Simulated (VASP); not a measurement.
Al2O3: single point with PBE

Crystal: Al2O3.

```
Al O
1.0
     2.40428    1.38811    4.37494
    -2.40428    1.38811    4.37494
     0.00000   -2.77623    4.37494
Al O
4 6
Cartesian
  0.0000 0.0000 1.9408
  0.0000 0.0000 4.6216
  0.0000 0.0000 8.5033
  0.0000 0.0000 11.1840
  0.9321 1.3881 7.6561
  -0.7361 1.5013 5.4687
  0.7361 -1.5013 7.6561
  -1.6682 0.1131 7.6561
  1.6682 -0.1131 5.4687
  -0.9321 -1.3881 5.4687
```

| Item | Value |
| --- | --- |
| Program | VASP 6.6.1 |
| Task | single point |
| Functional | PBE |
| Potentials or basis | VASP PAW PBE potentials, release 64 (Al, O) |
| Cutoff | 520 eV |
| k mesh | 6 × 6 × 6 |
| Occupations | gaussian, width 0.02 eV |
| Spin | no spin polarisation |
| Dipole correction | no |
| Further INCAR settings | ALGO = Normal; EDIFF = 1e-07; NBANDS = 35 |

| Quantity | Value |
| --- | --- |
| Pressure | -0.2 GPa |
| Largest force | 0.008 eV/Å |
| Band gap on the k mesh | 5.85 eV |

Forces in eV/Å, atoms in the order of the input:
```
Al   0.000  0.000 -0.008
Al   0.000  0.000  0.008
Al   0.000  0.000 -0.008
Al   0.000  0.000  0.008
O   -0.001  0.000  0.000
O   -0.001 -0.001  0.000
O    0.001  0.001  0.000
O    0.001 -0.001  0.000
O   -0.001  0.001  0.000
O    0.001  0.000  0.000
```

Levels at points of the mesh, in eV from the valence-band top:
```tsv
k point	band 21	band 22	band 23	band 24	band 25	band 26	band 27	band 28
(0.00, 0.00, 0.00)	-0.46	-0.03	-0.03	0.00	5.85	8.90	10.36	11.27
(0.50, 0.00, 0.00)	-0.86	-0.86	-0.25	-0.25	9.13	9.13	9.35	9.35
(0.50, 0.50, 0.00)	-0.96	-0.87	-0.70	-0.23	9.35	9.49	9.61	10.14
(0.50, 0.50, 0.50)	-0.35	-0.35	-0.35	-0.35	8.35	8.35	10.84	10.84
```

It took 110 s on 1 thread of Intel(R) Xeon(R) Platinum 8488C (Sapphire Rapids), with other jobs on the host, peak memory 0.26 GiB.
